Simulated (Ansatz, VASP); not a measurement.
Re: VASP beside Ansatz

```xyz
2
Lattice="2.7392 0.0000 0.0000 -1.3696 2.3722 0.0000 0.0000 0.0000 4.4119" Properties=species:S:1:pos:R:3 pbc="T T T"
Re    0.0000    1.5815    1.1030
Re    1.3696    0.7907    3.3089
```

Alike in both runs: task single point; functional LDA; k mesh 13 × 13 × 7; occupations fermi-dirac, width 0.1 eV; no spin polarisation.

|  | VASP | Ansatz |
| --- | --- | --- |
| version | VASP 6.6.1 | Ansatz 0.2.0 |
| potentials or method | VASP PAW LDA potentials, release 64 (Re), cutoff 600 eV | plane waves (420 eV) with PAW, scalar-relativistic |
| valence electrons in the cell | 14 | 30 |

Ansatz gave:

| Property | Result |
| --- | --- |
| pressure (GPa) | 0.0 |
| traceless stress, the component that is largest in VASP (GPa) | 0.00 |

Q: Estimate VASP's values.

A: Pressure (GPa): 1.7; traceless stress, the component that is largest in VASP (GPa): -0.11.

Ansatz warns that its potentials were made for another functional, while VASP's fit it. LDA's correlation is that of Perdew and Zunger in VASP and of Perdew and Wang (1992) in Ansatz. VASP's potentials hold 14 valence electrons a cell and Ansatz's 30, so a difference there can come from the potentials and not from the codes.

Spin-orbit coupling is off throughout.
